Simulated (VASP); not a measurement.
A run of VASP 6.6.1 is set up as follows.

File INCAR:

```
ALGO = Normal
EDIFF = 1E-7
EDIFFG = -0.02
ENCUT = 500
GGA = CA
GGA_COMPAT = False
IBRION = 2
ISIF = 3
ISMEAR = 0
LASPH = True
LCHARG = False
LREAL = False
LWAVE = False
NELM = 120
NELMIN = 4
NSW = 80
PREC = Accurate
SIGMA = 0.1
```

File KPOINTS:

```
k-points
0
Gamma
  6 6 6
```

POSCAR

```
Bi
1.0
    0.0000000000      2.6000000000      2.6000000000
    2.6000000000      0.0000000000      2.6000000000
    2.6000000000      2.6000000000      0.0000000000
Bi
1
Direct
    0.0000000000      0.0000000000      0.0000000000
```

Potentials or basis: VASP PAW LDA potentials, release 64 (Bi_d).

The run is started by

```sh
$ cat potpaw_LDA.64/Bi_d/POTCAR > POTCAR
$ mpirun -np 1 vasp_std > vasp.out
```

(1) Estimate the relaxed volume.

(2) Predict the space group after relaxing (to 0.1 Å).

(3) Predict the band gap on the k mesh.

## Answers

(1) 29.49 Å³/atom.

(2) Fm-3m (No. 225).

(3) zero (an odd number of electrons rules out a gap without spin polarisation).

Caveat: the volume moved by over 15 % at a fixed basis, so the end points are rough; spin-orbit coupling is left out, which moves the levels of the heavy elements.
